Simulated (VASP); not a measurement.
# Rh in VASP: a series of runs

Runs on Rh. Level: r2SCAN. Tasks: single point.

Everything below comes from runs of VASP 6.6.1. Logs are shortened: lines on timing, memory, paths and dates and some standing lists are left out, and cuts for length are marked.

### Step 1. The cell of the first run

The typed cell holds 3 atoms: a = 3.584 Å, b = 3.584 Å, c = 4.280 Å, α = 90.00°, β = 90.00°, γ = 120.00°.

### Step 2. Single point, r2SCAN

File POSCAR:

```
Rh
1.0
    3.5840748117      0.0000000000      0.0000000000
   -1.7920374059      3.1038998360      0.0000000000
    0.0000000000      0.0000000000      4.2802711981
Rh
3
Direct
    0.3325338543      0.0000000000      0.3333333333
    0.0000000000      0.3325338543      0.6666666667
    0.6674661457      0.6674661457      0.0000000000
```

File INCAR.step1:

```
SYSTEM = Rh
  PREC = Accurate
  ENCUT = 520
  ISMEAR = 0
  SIGMA = 0.1
  LREAL = .FALSE.
  LASPH = .TRUE.
  NELM = 80
  NBANDS = 30
  GGA = PE
  ALGO = Normal
  EDIFF = 1E-4
  LWAVE = .TRUE.
  LCHARG = .FALSE.
```

File INCAR.step2:

```
SYSTEM = Rh
  PREC = Accurate
  ENCUT = 520
  EDIFF = 1E-6
  ISMEAR = 0
  SIGMA = 0.1
  LREAL = .FALSE.
  LASPH = .TRUE.
  NELM = 80
  ALGO = Normal
  ISIF = 2
  LWAVE = .FALSE.
  LCHARG = .FALSE.
  METAGGA = R2SCAN
  LMIXTAU = .TRUE.
  NBANDS = 30
  ISTART = 1
```

File KPOINTS:

```
Automatic mesh
0
G
  6 6 4
  0 0 0
```

Potentials or basis: VASP PAW PBE potentials, release 64 (Rh_pv).

Run with:

```sh
$ cat potpaw_PBE.64/Rh_pv/POTCAR > POTCAR
$ cp INCAR.step1 INCAR
$ mpirun -np 1 vasp_std > vasp.out
$ cp INCAR.step2 INCAR
$ mpirun -np 1 vasp_std > vasp.out
```

OUTCAR:

```text
SYSTEM = Rh
   PREC = Accurate
   ENCUT = 520
   EDIFF = 1E-6
   ISMEAR = 0
   LREAL = .FALSE.
   LASPH = .TRUE.
   NELM = 80
   ISIF = 2
   METAGGA = R2SCAN
   ISTART = 1

 ion  position               nearest neighbor table
   1  0.333  0.000  0.333-   3 2.51   2 2.51   3 2.52   3 2.52   2 2.52   2 2.52
   2  0.000  0.333  0.667-   3 2.51   1 2.51   3 2.52   3 2.52   1 2.52   1 2.52
   3  0.667  0.667  0.000-   1 2.51   2 2.51   2 2.52   1 2.52   1 2.52   2 2.52

  LATTYP: Found a hexagonal cell.
 ALAT       =     3.5840748117
 C/A-ratio  =     1.1942471692

  Lattice vectors:

 A1 = (   3.5840748117,   0.0000000000,   0.0000000000)
 A2 = (  -1.7920374059,   3.1038998360,   0.0000000000)
 A3 = (   0.0000000000,   0.0000000000,   4.2802711981)

Analysis of symmetry for initial positions (statically):
=====================================================================
 Subroutine PRICEL returns:
 Original cell was already a primitive cell.

 Routine SETGRP: Setting up the symmetry group for a
 hexagonal supercell.

 Subroutine GETGRP returns: Found  6 space group operations
 (whereof  2 operations were pure point group operations)
 out of a pool of 24 trial point group operations.

The static configuration has the point symmetry C_2 .
 The point group associated with its full space group is D_3 .

Analysis of symmetry for dynamics (positions and initial velocities):
=====================================================================
 Subroutine PRICEL returns:
 Original cell was already a primitive cell.

 Routine SETGRP: Setting up the symmetry group for a
 hexagonal supercell.

 Subroutine GETGRP returns: Found  6 space group operations
 (whereof  2 operations were pure point group operations)
 out of a pool of 24 trial point group operations.

The dynamic configuration has the point symmetry C_2 .
 The point group associated with its full space group is D_3 .

 Subroutine INISYM returns: Found  6 space group operations
 (whereof  2 operations are pure point group operations),
 and found     1 'primitive' translations

----------------------------------------------------------------------------------------

                                     Primitive cell

  volume of cell :      47.6163

  direct lattice vectors                    reciprocal lattice vectors
     3.584074812  0.000000000  0.000000000     0.279012033  0.161087672  0.000000000
    -1.792037406  3.103899836  0.000000000     0.000000000  0.322175345  0.000000000
     0.000000000  0.000000000  4.280271198     0.000000000  0.000000000  0.233630056

  length of vectors
     3.584074812  3.584074812  4.280271198     0.322175345  0.322175345  0.233630056

  position of ions in fractional coordinates (direct lattice)
     0.332533854  0.000000000  0.333333333
     0.000000000  0.332533854  0.666666667
     0.667466146  0.667466146  0.000000000

  ion indices of the primitive-cell ions
   primitive index   ion index
                 1           1
                 2           2
                 3           3

----------------------------------------------------------------------------------------

 KPOINTS: Automatic mesh

Automatic generation of k-mesh.
 Grid dimensions read from file:
 generate k-points for:    6    6    4

 Generating k-lattice:

  Cartesian coordinates                     Fractional coordinates (reciprocal lattice)
     0.046502006  0.026847945  0.000000000     0.166666667  0.000000000  0.000000000
     0.000000000  0.053695891  0.000000000     0.000000000  0.166666667  0.000000000
     0.000000000  0.000000000  0.058407514     0.000000000  0.000000000  0.250000000

  Length of vectors
     0.053695891  0.053695891  0.058407514

  Shift w.r.t. Gamma in fractional coordinates (k-lattice)
     0.000000000  0.000000000  0.000000000

 Subroutine IBZKPT returns following result:
 ===========================================

 Found     24 irreducible k-points:

 Following reciprocal coordinates:
            Coordinates               Weight
  0.000000  0.000000  0.000000      1.000000
  0.166667  0.000000  0.000000      6.000000
  0.333333  0.000000  0.000000      6.000000
  0.500000  0.000000  0.000000      3.000000
  0.166667  0.166667  0.000000      6.000000
  0.333333  0.166667  0.000000     12.000000
[... 16 lines left out ...]
  0.333333  0.166667  0.500000     12.000000
  0.333333  0.333333  0.500000      2.000000
   k-points           NKPTS =     24   k-points in BZ     NKDIM =     24   number of bands    NBANDS=     30
   number of dos      NEDOS =    301   number of ions     NIONS =      3
   total plane-waves  NPLWV =  25088
   dimension x,y,z NGX =    28 NGY =   28 NGZ =   32
   dimension x,y,z NGXF=    56 NGYF=   56 NGZF=   64
   ions per type =               3
   NGX,Y,Z   is equivalent  to a cutoff of  12.99, 12.99, 12.43 a.u.
   NGXF,Y,Z  is equivalent  to a cutoff of  25.98, 25.98, 24.86 a.u.
 SYSTEM =  Rh
   PREC   = accura    normal or accurate (medium, high low for compatibility)
   ISTART =      1    job   : 0-new  1-cont  2-samecut
   ICHARG =      0    charge: 1-file 2-atom 10-const
   ISPIN  =      1    spin polarized calculation?
   LNONCOLLINEAR =      F non collinear calculations
   LSORBIT =      F    spin-orbit coupling
   LASPH  =      T    aspherical Exc in radial PAW
   ENCUT  =  520.0 eV  38.22 Ry    6.18 a.u.   6.66  6.66  7.96*2*pi/ulx,y,z
   NELM   =     80;   NELMIN=  2; NELMDL=  0     # of ELM steps
   EDIFF  = 0.1E-05   stopping-criterion for ELM
   LREAL  =      F    real-space projection
   EDIFFG = 0.1E-04   stopping-criterion for IOM
   NSW    =      0    number of steps for IOM
   IBRION =     -1    ionic relax: 0-MD 1-quasi-New 2-CG
   NFREE  =      0    steps in history (QN), initial steepest desc. (CG)
   ISIF   =      2    stress and relaxation
   ISYM   =      2    0-nonsym 1-usesym 2-fastsym
   POTIM  = 0.5000    time-step for ionic-motion
   TEBEG  =    0.0;   TEEND  =   0.0 temperature during run
   PSTRESS=    0.0 pullay stress
   NELECT =      45.0000    total number of electrons
   NUPDOWN=      -1.0000    fix difference up-down
   EMIN   =  10.00;   EMAX   =-10.00  energy-range for DOS
   EFERMI =   0.00;   METHOD = LEGACY
   ISMEAR =     0;   SIGMA  =   0.10  broadening in eV -4-tet -1-fermi 0-gaus
   EFERMI_NEDOS =   21; number of points for ismear=-14 and -15
   IALGO  =     38    algorithm
   IMIX   =      4    mixing-type and parameters
     AMIX     =   0.40;   BMIX     =  1.00
     AMIX_MAG =   1.60;   BMIX_MAG =  1.00
  volume/ion in A,a.u.               =      15.87       107.11
  Fermi-wavevector in a.u.,A,eV,Ry     =   1.606548  3.035935 35.116580  2.580996
  Thomas-Fermi vector in A             =   2.702718
   LORBIT       =      0    0 simple, 1 ext, 2 COOP (PROOUT), +10 PAW based schemes
   METAGGA = R2SCAN    functional components
   LHFCALC =     F    Hartree Fock is set to
   AEXX    =    0.0000 exact exchange contribution
   IVDW    =     0    specifies the selected vdW correction
   LEPSILON=     F    determine dielectric tensor
   LRPA    =     F    only Hartree local field effects (RPA)
 non-spin polarized calculation
 Gauss-broadening in eV      SIGMA  =   0.10
  energy-cutoff  :      520.00
  volume of cell :       47.62
 maximum number of plane-waves:      1311
 NGX is ok and might be reduce to    28

 number of electron      45.0000001 magnetization

 Free energy of the ion-electron system (eV)
  ---------------------------------------------------
  ext. energy  EPLUGINS =         0.00000000
  ---------------------------------------------------
  free energy    TOTEN  =       -70.03546281 eV

  energy without entropy =      -70.00687356  energy(sigma->0) =      -70.02116818

 E-fermi :   9.4118     XC(G=0): -13.8479

 val. band max:        9.4096811360   @ k =   0.3333   0.0000   0.5000
 cond. band min:       9.4227775934   @ k =   0.1667   0.0000   0.2500
 fundamental gap:      0.0130964574
 Fermi energy:         9.4117544667

 k-point     1 :       0.0000    0.0000    0.0000
  band No.  band energies     occupation
      1     -38.4225      2.00000
      2     -38.4181      2.00000
      3     -38.4181      2.00000
      4     -38.4109      2.00000
      5     -38.4034      2.00000
      6     -38.4034      2.00000
[... 22 lines left out ...]
     29      23.3022      0.00000
     30      23.7541      0.00000

 k-point     2 :       0.1667    0.0000    0.0000
  band No.  band energies     occupation
      1     -38.6089      2.00000
      2     -38.5400      2.00000
      3     -38.5227      2.00000
      4     -38.2831      2.00000
      5     -38.2830      2.00000
      6     -38.1330      2.00000
[... 22 lines left out ...]
     29      20.0669      0.00000
     30      23.0520      0.00000

 k-point     3 :       0.3333    0.0000    0.0000
  band No.  band energies     occupation
      1     -38.6415      2.00000
      2     -38.6279      2.00000
      3     -38.6028      2.00000
      4     -38.2563      2.00000
      5     -38.1653      2.00000
      6     -38.1601      2.00000
[... 22 lines left out ...]
     29      18.1473      0.00000
     30      22.7915      0.00000

 k-point     4 :       0.5000    0.0000    0.0000
  band No.  band energies     occupation
      1     -38.6598      2.00000
      2     -38.6317      2.00000
      3     -38.5058      2.00000
      4     -38.4977      2.00000
      5     -38.0675      2.00000
      6     -38.0674      2.00000
[... 616 lines left out ...]
     29      19.2261      0.00000
     30      19.2326      0.00000

 k-point    23 :       0.3333    0.1667    0.5000
  band No.  band energies     occupation
      1     -38.7088      2.00000
      2     -38.6255      2.00000
      3     -38.6039      2.00000
      4     -38.2973      2.00000
      5     -38.1935      2.00000
      6     -38.1459      2.00000
[... 22 lines left out ...]
     29      18.3699      0.00000
     30      18.5336      0.00000

 k-point    24 :       0.3333    0.3333    0.5000
  band No.  band energies     occupation
      1     -38.6976      2.00000
      2     -38.6976      2.00000
      3     -38.6966      2.00000
      4     -38.0524      2.00000
      5     -38.0524      2.00000
      6     -38.0516      2.00000
[... 22 lines left out ...]
     29      16.4308      0.00000
     30      16.4308      0.00000

------------------------ aborting loop because EDIFF is reached ----------------------------------------

  FORCE on cell =-STRESS in cart. coord.  units (eV):
  Direction    XX          YY          ZZ          XY          YZ          ZX
  --------------------------------------------------------------------------------------
  -------------------------------------------------------------------------------------
  Total        0.2468167      0.2468167      0.2327169     -0.0000000      0.0000000     -0.0000000
  in kB        8.3047979      8.3047979      7.8303737     -0.0000000      0.0000000     -0.0000000
  external PRESSURE =       8.1466565 kB  Pullay stress =       0.0000000 kB

 VOLUME and BASIS-vectors are now :
 -----------------------------------------------------------------------------
  energy-cutoff  :      520.00
  volume of cell :       47.62
      direct lattice vectors                 reciprocal lattice vectors
     3.584074812  0.000000000  0.000000000     0.279012033  0.161087672  0.000000000
    -1.792037406  3.103899836  0.000000000     0.000000000  0.322175345  0.000000000
     0.000000000  0.000000000  4.280271198     0.000000000  0.000000000  0.233630056

 POSITION                                       TOTAL-FORCE (eV/Angst)
 -----------------------------------------------------------------------------------
      1.19183      0.00000      1.42676         0.029442      0.000000     -0.000000
     -0.59591      1.03215      2.85351        -0.014721      0.025498      0.000000
      1.19612      2.07175      0.00000        -0.014721     -0.025498      0.000000
 -----------------------------------------------------------------------------------
    total drift:                                0.000010      0.000016      0.000000

  FREE ENERGIE OF THE ION-ELECTRON SYSTEM (eV)
  ---------------------------------------------------
  free  energy   TOTEN  =       -70.0354628072 eV

  energy  without entropy=      -70.0068735552  energy(sigma->0) =      -70.02116818
```

Wall time 46 s (1 thread of Intel Xeon 6975P-C (Granite Rapids), shared host); peak memory 0.18 GiB.

What came out:

* Free energy: -70.0355 eV
* Pressure: 0.8 GPa
* Largest force: 0.029 eV/Å
* Band gap on the k mesh: zero (an odd number of electrons rules out a gap without spin polarisation)

Forces in eV/Å, atoms in the order of the input:
```
Rh   0.029  0.000  0.000
Rh  -0.015  0.025  0.000
Rh  -0.015 -0.025  0.000
```

Levels at points of the mesh, in eV from the Fermi level:
| k point | band 19 | band 20 | band 21 | band 22 | band 23 | band 24 | band 25 | band 26 | band 27 | band 28 |
| --- | --- | --- | --- | --- | --- | --- | --- | --- | --- | --- |
| (0.00, 0.00, 0.00) | -0.19 | -0.17 | -0.17 | -0.16 | 0.84 | 0.88 | 0.88 | 5.44 | 5.44 | 13.89 |
| (0.50, 0.00, 0.00) | -1.76 | -0.98 | -0.92 | -0.23 | -0.23 | 0.87 | 0.88 | 2.56 | 5.95 | 6.37 |
| (0.00, 0.00, 0.50) | -0.35 | -0.35 | -0.35 | -0.34 | -0.06 | -0.06 | 2.71 | 2.71 | 10.93 | 12.73 |
| (0.50, 0.00, 0.50) | -1.85 | -1.40 | -1.36 | -0.36 | -0.36 | 0.27 | 1.08 | 2.80 | 2.82 | 6.77 |

Caveat: the k points lie up to 0.37 Å⁻¹ apart, too coarse for converged energies and pressures of a metal; the PAW data sets were made with another functional, which shifts forces and pressure a little.

### Step 3. Single point, r2SCAN

This run uses another cell than the first one: it holds 1 atom, not 3.

File POSCAR:

```
Rh
1.0
    1.7765910083      1.0257152969      1.4502116816
   -1.7765910083      1.0257152969      1.4502116816
    0.0000000000     -2.0514305937      1.4502116816
Rh
1
Direct
    0.5000000000      0.5000000000      0.5000000000
```

File INCAR.step1:

```
SYSTEM = Rh
PREC = Accurate
ENCUT = 520
ISMEAR = 0
SIGMA = 0.1
LREAL = .FALSE.
LASPH = .TRUE.
NELM = 100
NBANDS = 14
GGA = PE
ALGO = Normal
EDIFF = 1E-4
LWAVE = .TRUE.
LCHARG = .FALSE.
```

File INCAR.step2:

```
SYSTEM = Rh
PREC = Accurate
ENCUT = 520
EDIFF = 1E-6
ISMEAR = 0
SIGMA = 0.1
LREAL = .FALSE.
LASPH = .TRUE.
NELM = 100
ALGO = Normal
ISIF = 2
LWAVE = .FALSE.
LCHARG = .FALSE.
METAGGA = R2SCAN
LMIXTAU = .TRUE.
NBANDS = 14
ISTART = 1
```

File KPOINTS:

```
regular mesh
0
G
  21 21 21
  0 0 0
```

Potentials or basis: VASP PAW PBE potentials, release 64 (Rh_pv).

Run with:

```sh
$ cat potpaw_PBE.64/Rh_pv/POTCAR > POTCAR
$ cp INCAR.step1 INCAR
$ mpirun -np 1 vasp_std > vasp.out
$ cp INCAR.step2 INCAR
$ mpirun -np 1 vasp_std > vasp.out
```

Wall time 3.4 min (1 thread of Intel Xeon 6975P-C (Granite Rapids), shared host); peak memory 0.28 GiB.

Results (log left out):

| Quantity | Value |
| --- | --- |
| Free energy | -23.3457 eV |
| Pressure | 1.0 GPa |
| Band gap on the k mesh | zero (an odd number of electrons rules out a gap without spin polarisation) |

Levels at points of the mesh, in eV from the Fermi level:
```csv
k point,band 6,band 7,band 8,band 9,band 10,band 11
"(0.00, 0.00, 0.00)",-5.48,0.80,0.80,0.80,17.79,17.79
```

Caveat: the PAW data sets were made with another functional, which shifts forces and pressure a little.
